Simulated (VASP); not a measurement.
# Ga4As3N (P4/mmm) in VASP: notebook

The runs below take Ga4As3N through single point, relaxation of cell and atoms, with PBE.

Everything below comes from runs of VASP 6.6.1. Logs are shortened: lines on timing, memory, paths and dates and some standing lists are left out, and cuts for length are marked.

### Step 1. The cell of the first run

Symmetry: P4/mmm, No. 123, tetragonal system. The conventional cell has a = 3.667 Å, b = 3.667 Å, c = 11.077 Å, α = 90.00°, β = 90.00°, γ = 90.00°. Within 2.7 Å of Ga (site symmetry 4mm) lie 1 N at 1.93 Å and 4 As at 2.66 Å. Ga (site symmetry 4/mmm) has 6 As at 2.59 to 3.02 Å within 3.4 Å. Within 3.3 Å of Ga (site symmetry 4/mmm) lie 2 As at 2.52 Å and 4 N at 2.59 Å and 8 Ga at 3.23 Å. As (site symmetry 4mm) has 6 Ga at 2.52 to 3.02 Å within 3.3 Å. Within 3.4 Å of As (site symmetry 4/mmm) lie 4 Ga at 2.59 Å. N (site symmetry 4/mmm) has 6 Ga at 1.93 to 2.59 Å within 2.6 Å.

### Step 2. Single point, PBE

File INCAR:

```
ALGO = Normal
EDIFF = 1E-6
ENCUT = 520
GGA = PE
ISIF = 2
ISMEAR = 0
LASPH = True
LCHARG = True
LELF = True
LREAL = False
LVHAR = True
LWAVE = False
NBANDS = 46
NELM = 80
PREC = Accurate
SIGMA = 0.1
```

File KPOINTS:

```
k-points
0
Gamma
  4 4 2
```

File POSCAR:

```
Ga4As3N
1.0
    3.6665532727      0.0000000000      0.0000000000
    0.0000000000      3.6665532727      0.0000000000
    0.0000000000      0.0000000000     11.0774092053
Ga As N
4 3 1
Direct
    0.0000000000      0.0000000000      0.1743912218
    0.5000000000      0.5000000000      0.5000000000
    0.0000000000      0.0000000000      0.8256087782
    0.5000000000      0.5000000000      0.0000000000
    0.5000000000      0.5000000000      0.2271244347
    0.0000000000      0.0000000000      0.5000000000
    0.5000000000      0.5000000000      0.7728755653
    0.0000000000      0.0000000000      0.0000000000
```

Potentials or basis: VASP PAW PBE potentials, release 64 (Ga_d, As, N).

Launch:

```
cat potpaw_PBE.64/Ga_d/POTCAR potpaw_PBE.64/As/POTCAR potpaw_PBE.64/N/POTCAR > POTCAR
mpirun -np 1 vasp_std > vasp.out
```

OUTCAR:

```text
EDIFF = 1E-6
   ENCUT = 520
   GGA = PE
   ISIF = 2
   ISMEAR = 0
   LASPH = True
   LREAL = False
   NELM = 80
   PREC = Accurate

 ion  position               nearest neighbor table
   1  0.000  0.000  0.174-   8 1.93   5 2.66   5 2.66   5 2.66   5 2.66
   2  0.500  0.500  0.500-   6 2.59   6 2.59   6 2.59   6 2.59
   3  0.000  0.000  0.826-   8 1.93   7 2.66   7 2.66   7 2.66   7 2.66
   4  0.500  0.500  0.000-   5 2.52   7 2.52
   5  0.500  0.500  0.227-   4 2.52   1 2.66   1 2.66   1 2.66   1 2.66
   6  0.000  0.000  0.500-   2 2.59   2 2.59   2 2.59   2 2.59
   7  0.500  0.500  0.773-   4 2.52   3 2.66   3 2.66   3 2.66   3 2.66
   8  0.000  0.000  0.000-   1 1.93   3 1.93

  LATTYP: Found a simple tetragonal cell.
 ALAT       =     3.6665532727
 C/A-ratio  =     3.0212050341

  Lattice vectors:

 A1 = (   3.6665532727,   0.0000000000,   0.0000000000)
 A2 = (   0.0000000000,   3.6665532727,   0.0000000000)
 A3 = (   0.0000000000,   0.0000000000,  11.0774092053)

Analysis of symmetry for initial positions (statically):
=====================================================================
 Subroutine PRICEL returns:
 Original cell was already a primitive cell.

 Routine SETGRP: Setting up the symmetry group for a
 simple tetragonal supercell.

 Subroutine GETGRP returns: Found 16 space group operations
 (whereof 16 operations were pure point group operations)
 out of a pool of 16 trial point group operations.

The static configuration has the point symmetry D_4h.

Analysis of symmetry for dynamics (positions and initial velocities):
=====================================================================
 Subroutine PRICEL returns:
 Original cell was already a primitive cell.

 Routine SETGRP: Setting up the symmetry group for a
 simple tetragonal supercell.

 Subroutine GETGRP returns: Found 16 space group operations
 (whereof 16 operations were pure point group operations)
 out of a pool of 16 trial point group operations.

The dynamic configuration has the point symmetry D_4h.

 Subroutine INISYM returns: Found 16 space group operations
 (whereof 16 operations are pure point group operations),
 and found     1 'primitive' translations

----------------------------------------------------------------------------------------

                                     Primitive cell

  volume of cell :     148.9204

  direct lattice vectors                    reciprocal lattice vectors
     3.666553273  0.000000000  0.000000000     0.272735707  0.000000000  0.000000000
     0.000000000  3.666553273  0.000000000     0.000000000  0.272735707  0.000000000
     0.000000000  0.000000000 11.077409205     0.000000000  0.000000000  0.090273816

  length of vectors
     3.666553273  3.666553273 11.077409205     0.272735707  0.272735707  0.090273816

  position of ions in fractional coordinates (direct lattice)
     0.000000000  0.000000000  0.174391222
     0.500000000  0.500000000  0.500000000
     0.000000000  0.000000000  0.825608778
     0.500000000  0.500000000  0.000000000
     0.500000000  0.500000000  0.227124435
     0.000000000  0.000000000  0.500000000
     0.500000000  0.500000000  0.772875565
     0.000000000  0.000000000  0.000000000

  ion indices of the primitive-cell ions
   primitive index   ion index
                 1           1
                 2           2
                 3           3
                 4           4
                 5           5
                 6           6
                 7           7
                 8           8

----------------------------------------------------------------------------------------

 KPOINTS: k-points

Automatic generation of k-mesh.
 Grid dimensions read from file:
 generate k-points for:    4    4    2

 Generating k-lattice:

  Cartesian coordinates                     Fractional coordinates (reciprocal lattice)
     0.068183927  0.000000000  0.000000000     0.250000000  0.000000000  0.000000000
     0.000000000  0.068183927  0.000000000     0.000000000  0.250000000  0.000000000
     0.000000000  0.000000000  0.045136908     0.000000000  0.000000000  0.500000000

  Length of vectors
     0.068183927  0.068183927  0.045136908

  Shift w.r.t. Gamma in fractional coordinates (k-lattice)
     0.000000000  0.000000000  0.000000000

 Subroutine IBZKPT returns following result:
 ===========================================

 Found     12 irreducible k-points:

 Following reciprocal coordinates:
            Coordinates               Weight
  0.000000  0.000000  0.000000      1.000000
  0.250000  0.000000  0.000000      4.000000
  0.500000  0.000000  0.000000      2.000000
  0.250000  0.250000  0.000000      4.000000
  0.500000  0.250000  0.000000      4.000000
  0.500000  0.500000  0.000000      1.000000
  0.000000  0.000000  0.500000      1.000000
  0.250000  0.000000  0.500000      4.000000
  0.500000  0.000000  0.500000      2.000000
  0.250000  0.250000  0.500000      4.000000
  0.500000  0.250000  0.500000      4.000000
  0.500000  0.500000  0.500000      1.000000
   k-points           NKPTS =     12   k-points in BZ     NKDIM =     12   number of bands    NBANDS=     46
   number of dos      NEDOS =    301   number of ions     NIONS =      8
   total plane-waves  NPLWV =  65856
   dimension x,y,z NGX =    28 NGY =   28 NGZ =   84
   dimension x,y,z NGXF=    56 NGYF=   56 NGZF=  168
   ions per type =               4   3   1
   NGX,Y,Z   is equivalent  to a cutoff of  12.70, 12.70, 12.61 a.u.
   NGXF,Y,Z  is equivalent  to a cutoff of  25.39, 25.39, 25.21 a.u.
 SYSTEM =  unknown system
   PREC   = accura    normal or accurate (medium, high low for compatibility)
   ISTART =      0    job   : 0-new  1-cont  2-samecut
   ICHARG =      2    charge: 1-file 2-atom 10-const
   ISPIN  =      1    spin polarized calculation?
   LNONCOLLINEAR =      F non collinear calculations
   LSORBIT =      F    spin-orbit coupling
   LASPH  =      T    aspherical Exc in radial PAW
   ENCUT  =  520.0 eV  38.22 Ry    6.18 a.u.   6.82  6.82 20.60*2*pi/ulx,y,z
   NELM   =     80;   NELMIN=  2; NELMDL= -5     # of ELM steps
   EDIFF  = 0.1E-05   stopping-criterion for ELM
   LREAL  =      F    real-space projection
   EDIFFG = 0.1E-04   stopping-criterion for IOM
   NSW    =      0    number of steps for IOM
   IBRION =     -1    ionic relax: 0-MD 1-quasi-New 2-CG
   NFREE  =      0    steps in history (QN), initial steepest desc. (CG)
   ISIF   =      2    stress and relaxation
   ISYM   =      2    0-nonsym 1-usesym 2-fastsym
   POTIM  = 0.5000    time-step for ionic-motion
   TEBEG  =    0.0;   TEEND  =   0.0 temperature during run
   PSTRESS=    0.0 pullay stress
   NELECT =      72.0000    total number of electrons
   NUPDOWN=      -1.0000    fix difference up-down
   EMIN   =  10.00;   EMAX   =-10.00  energy-range for DOS
   EFERMI =   0.00;   METHOD = LEGACY
   ISMEAR =     0;   SIGMA  =   0.10  broadening in eV -4-tet -1-fermi 0-gaus
   EFERMI_NEDOS =   21; number of points for ismear=-14 and -15
   IALGO  =     38    algorithm
   IMIX   =      4    mixing-type and parameters
     AMIX     =   0.40;   BMIX     =  1.00
     AMIX_MAG =   1.60;   BMIX_MAG =  1.00
  volume/ion in A,a.u.               =      18.62       125.62
  Fermi-wavevector in a.u.,A,eV,Ry     =   1.284895  2.428099 22.462604  1.650955
  Thomas-Fermi vector in A             =   2.417061
   LORBIT       =      0    0 simple, 1 ext, 2 COOP (PROOUT), +10 PAW based schemes
   GGA     = PE    functional components
   LHFCALC =     F    Hartree Fock is set to
   AEXX    =    0.0000 exact exchange contribution
   IVDW    =     0    specifies the selected vdW correction
   LEPSILON=     F    determine dielectric tensor
   LRPA    =     F    only Hartree local field effects (RPA)
 non-spin polarized calculation
 Gauss-broadening in eV      SIGMA  =   0.10
  energy-cutoff  :      520.00
  volume of cell :      148.92
 maximum number of plane-waves:      4076
 NGX is ok and might be reduce to    28
   NGX = 13   NGY = 13   NGZ = 41

 number of electron      71.9999953 magnetization

 Free energy of the ion-electron system (eV)
  ---------------------------------------------------
  ext. energy  EPLUGINS =         0.00000000
  ---------------------------------------------------
  free energy    TOTEN  =       -32.36745431 eV

  energy without entropy =      -32.34522862  energy(sigma->0) =      -32.35634147

 E-fermi :   4.8509     XC(G=0): -10.4709

 val. band max:        4.7972841526   @ k =   0.2500   0.0000   0.5000
 cond. band min:       4.8840926200   @ k =   0.5000   0.2500   0.5000
 fundamental gap:      0.0868084673
 Fermi energy:         4.8508511623

 k-point     1 :       0.0000    0.0000    0.0000
  band No.  band energies     occupation
      1     -10.8539      2.00000
      2     -10.1777      2.00000
      3     -10.1381      2.00000
      4     -10.1182      2.00000
      5     -10.1148      2.00000
      6     -10.0997      2.00000
[... 38 lines left out ...]
     45      11.7832      0.00000
     46      11.7974      0.00000

 k-point     2 :       0.2500    0.0000    0.0000
  band No.  band energies     occupation
      1     -10.7796      2.00000
      2     -10.1526      2.00000
      3     -10.1364      2.00000
      4     -10.1316      2.00000
      5     -10.1152      2.00000
      6     -10.1005      2.00000
[... 38 lines left out ...]
     45      10.8824      0.00000
     46      10.9178      0.00000

 k-point     3 :       0.5000    0.0000    0.0000
  band No.  band energies     occupation
      1     -10.7061      2.00000
      2     -10.1657      2.00000
      3     -10.1385      2.00000
      4     -10.1358      2.00000
      5     -10.1102      2.00000
      6     -10.1027      2.00000
[... 430 lines left out ...]
     45      10.8574      0.00000
     46      11.4807      0.00000

 k-point    12 :       0.5000    0.5000    0.5000
  band No.  band energies     occupation
      1     -10.8124      2.00000
      2     -10.3294      2.00000
      3     -10.2621      2.00000
      4     -10.1063      2.00000
      5     -10.0720      2.00000
      6     -10.0720      2.00000
[... 38 lines left out ...]
     45      10.9747      0.00000
     46      11.5563      0.00000

------------------------ aborting loop because EDIFF is reached ----------------------------------------

  FORCE on cell =-STRESS in cart. coord.  units (eV):
  Direction    XX          YY          ZZ          XY          YZ          ZX
  --------------------------------------------------------------------------------------
  -------------------------------------------------------------------------------------
  Total       -0.0469023     -0.0469023      0.2704290      0.0000000      0.0000000      0.0000000
  in kB       -0.5046036     -0.5046036      2.9094413      0.0000000      0.0000000      0.0000000
  external PRESSURE =       0.6334114 kB  Pullay stress =       0.0000000 kB

 VOLUME and BASIS-vectors are now :
 -----------------------------------------------------------------------------
  energy-cutoff  :      520.00
  volume of cell :      148.92
      direct lattice vectors                 reciprocal lattice vectors
     3.666553273  0.000000000  0.000000000     0.272735707  0.000000000  0.000000000
     0.000000000  3.666553273  0.000000000     0.000000000  0.272735707  0.000000000
     0.000000000  0.000000000 11.077409205     0.000000000  0.000000000  0.090273816

 POSITION                                       TOTAL-FORCE (eV/Angst)
 -----------------------------------------------------------------------------------
      0.00000      0.00000      1.93180         0.000000      0.000000      0.029316
      1.83328      1.83328      5.53870         0.000000      0.000000      0.000000
      0.00000      0.00000      9.14561        -0.000000     -0.000000     -0.029316
      1.83328      1.83328      0.00000         0.000000      0.000000      0.000000
      1.83328      1.83328      2.51595         0.000000      0.000000      0.034317
      0.00000      0.00000      5.53870         0.000000      0.000000      0.000000
      1.83328      1.83328      8.56146        -0.000000     -0.000000     -0.034317
      0.00000      0.00000      0.00000         0.000000      0.000000      0.000000
 -----------------------------------------------------------------------------------
    total drift:                                0.000000      0.000000      0.000000

  FREE ENERGIE OF THE ION-ELECTRON SYSTEM (eV)
  ---------------------------------------------------
  free  energy   TOTEN  =       -32.3674543124 eV

  energy  without entropy=      -32.3452286226  energy(sigma->0) =      -32.35634147
```

Wall time 3.3 min (1 thread of Intel Xeon 8259CL, shared host); peak memory 0.27 GiB.

Results:

| Property | Result |
| --- | --- |
| Free energy | -32.3675 eV |
| Pressure | 0.1 GPa |
| Largest force | 0.034 eV/Å |
| Band gap on the k mesh | zero (bands 36 and 37 overlap by 3.24 eV) |

Forces in eV/Å, atoms in the order of the input:
```
Ga   0.000  0.000  0.029
Ga   0.000  0.000  0.000
Ga   0.000  0.000 -0.029
Ga   0.000  0.000  0.000
As   0.000  0.000  0.034
As   0.000  0.000  0.000
As   0.000  0.000 -0.034
N    0.000  0.000  0.000
```

Stress tensor (GPa, compression positive):
```
-0.05  0.00  0.00
 0.00 -0.05  0.00
 0.00  0.00  0.29
```

Caveat: the k points lie up to 0.43 Å⁻¹ apart, too coarse for converged energies and pressures of a metal.

### Step 3. Single point, PBE

This run uses another cell than the first one, of 19.51 Å³/atom.

File INCAR:

```
ALGO = Normal ; EDIFF = 1E-7
ENCUT = 520 ; GGA = PE
ISIF = 2 ; ISMEAR = 0
LASPH = T ; LCHARG = T
LELF = T ; LREAL = F
LVHAR = T ; LWAVE = F
NBANDS = 46 ; NELM = 100
PREC = Accurate ; SIGMA = 0.1
```

KPOINTS is that of step 2.

File POSCAR:

```
Ga4As3N
1.0
    3.8072582500      0.0000000000      0.0000000000
    0.0000000000      3.8072582500      0.0000000000
    0.0000000000      0.0000000000     10.7685525100
Ga As N
4 3 1
Direct
    0.0000000000      0.0000000000      0.2500000000
    0.5000000000      0.5000000000      0.5000000000
    0.0000000000      0.0000000000      0.7500000000
    0.5000000000      0.5000000000      0.0000000000
    0.5000000000      0.5000000000      0.2500000000
    0.0000000000      0.0000000000      0.5000000000
    0.5000000000      0.5000000000      0.7500000000
    0.0000000000      0.0000000000      0.0000000000
```

Potentials or basis: VASP PAW PBE potentials, release 64 (Ga_d, As, N).

Launch:

```
cat potpaw_PBE.64/Ga_d/POTCAR potpaw_PBE.64/As/POTCAR potpaw_PBE.64/N/POTCAR > POTCAR
mpirun -np 1 vasp_std > vasp.out
```

OUTCAR:

```text
EDIFF = 1E-7
   ENCUT = 520
   GGA = PE
   ISIF = 2
   ISMEAR = 0
   LASPH = T
   LREAL = F
   NELM = 100
   PREC = Accurate

 ion  position               nearest neighbor table
   1  0.000  0.000  0.250-   5 2.69   5 2.69   5 2.69   5 2.69   6 2.69
   2  0.500  0.500  0.500-   6 2.69   6 2.69   6 2.69   6 2.69   7 2.69   5 2.69
   3  0.000  0.000  0.750-   7 2.69   7 2.69   7 2.69   7 2.69   6 2.69
   4  0.500  0.500  0.000-   5 2.69   7 2.69
   5  0.500  0.500  0.250-   1 2.69   1 2.69   1 2.69   1 2.69   4 2.69   2 2.69
   6  0.000  0.000  0.500-   2 2.69   2 2.69   2 2.69   2 2.69   3 2.69   1 2.69
   7  0.500  0.500  0.750-   3 2.69   3 2.69   3 2.69   3 2.69   4 2.69   2 2.69
[... 787 lines left out ...]
  in kB      -46.0036592    -46.0036592    -69.6304533      0.0000000      0.0000000     -0.0000000
  external PRESSURE =     -53.8792573 kB  Pullay stress =       0.0000000 kB

 VOLUME and BASIS-vectors are now :
 -----------------------------------------------------------------------------
  energy-cutoff  :      520.00
  volume of cell :      156.09
      direct lattice vectors                 reciprocal lattice vectors
     3.807258250  0.000000000  0.000000000     0.262656204  0.000000000  0.000000000
     0.000000000  3.807258250  0.000000000     0.000000000  0.262656204  0.000000000
     0.000000000  0.000000000 10.768552510     0.000000000  0.000000000  0.092862991

 POSITION                                       TOTAL-FORCE (eV/Angst)
 -----------------------------------------------------------------------------------
      0.00000      0.00000      2.69214        -0.000000     -0.000000     -0.945312
      1.90363      1.90363      5.38428         0.000000     -0.000000      0.000000
      0.00000      0.00000      8.07641        -0.000000      0.000000      0.945312
      1.90363      1.90363      0.00000         0.000000     -0.000000      0.000000
      1.90363      1.90363      2.69214         0.000000     -0.000000     -0.228273
      0.00000      0.00000      5.38428         0.000000     -0.000000      0.000000
      1.90363      1.90363      8.07641         0.000000      0.000000      0.228273
      0.00000      0.00000      0.00000         0.000000     -0.000000      0.000000
 -----------------------------------------------------------------------------------
    total drift:                                0.000000      0.000000      0.000000

  FREE ENERGIE OF THE ION-ELECTRON SYSTEM (eV)
  ---------------------------------------------------
  free  energy   TOTEN  =       -30.5004924396 eV

  energy  without entropy=      -30.4391307955  energy(sigma->0) =      -30.46981162
```

OSZICAR:

```text
N       E                     dE             d eps       ncg     rms          rms(c)
DAV:   1     0.641345070803E+03    0.64135E+03   -0.32668E+04  1210   0.237E+03
DAV:   2     0.759905591170E+02   -0.56535E+03   -0.54523E+03  1152   0.619E+02
DAV:   3    -0.249888323551E+02   -0.10098E+03   -0.96264E+02  1314   0.173E+02
[... 11 lines left out ...]
DAV:  15    -0.305004906835E+02    0.72298E-04   -0.44006E-04  1368   0.768E-02    0.522E-03
DAV:  16    -0.305004927989E+02   -0.21154E-05   -0.24349E-05  1354   0.344E-02    0.293E-03
DAV:  17    -0.305004926634E+02    0.13548E-06   -0.20086E-06  1428   0.151E-02    0.274E-03
DAV:  18    -0.305004924612E+02    0.20214E-06   -0.48918E-07  1216   0.395E-03    0.131E-03
DAV:  19    -0.305004924396E+02    0.21666E-07   -0.19425E-07   720   0.210E-03
   1 F= -.30500492E+02 E0= -.30469812E+02  d E =-.613616E-01
```

stdout:

```text
POSCAR found type information on POSCAR GaAsN
 POSCAR found :  3 types and       8 ions
 scaLAPACK will be used
 LDA part: xc-table for (Slater+PW92), standard interpolation
 POSCAR, INCAR and KPOINTS ok, starting setup
 FFT: planning ... GRIDC
 FFT: planning ... GRID_SOFT
 FFT: planning ... GRID
 WAVECAR not read
 entering main loop
```

It took 2.2 min on 1 thread of Intel Xeon 8259CL, shared host; peak memory 0.28 GiB.

What came out:

| Item | Value |
| --- | --- |
| Free energy | -30.5005 eV |
| Pressure | -5.4 GPa |
| Largest force | 0.945 eV/Å |
| Band gap on the k mesh | zero (bands 36 and 37 overlap by 2.12 eV) |

Forces in eV/Å, atoms in the order of the input:
```
Ga   0.000  0.000 -0.945
Ga   0.000  0.000  0.000
Ga   0.000  0.000  0.945
Ga   0.000  0.000  0.000
As   0.000  0.000 -0.228
As   0.000  0.000  0.000
As   0.000  0.000  0.228
N    0.000  0.000  0.000
```

Levels at points of the mesh, in eV from the Fermi level:
```
           k point  band 34  band 35  band 36  band 37  band 38  band 39
(0.00, 0.00, 0.00)    -1.06    -0.70    -0.09    -0.07    -0.07     0.48
(0.50, 0.00, 0.00)     0.07     0.11     0.27     1.64     1.77     2.14
(0.50, 0.50, 0.00)    -3.05    -2.42    -1.85    -1.85    -1.76     1.43
(0.00, 0.00, 0.50)    -1.72    -0.44    -0.44    -0.44    -0.44     1.56
(0.50, 0.00, 0.50)     0.03     0.07     0.17     1.61     2.13     2.16
(0.50, 0.50, 0.50)    -3.12    -2.07    -2.07    -0.32    -0.22    -0.14
```

Caveat: the k points lie up to 0.41 Å⁻¹ apart, too coarse for converged energies and pressures of a metal.

(Continued in part 2 of 4.)

The gap in the log of VASP goes by the Fermi energy; the results here count the filled bands.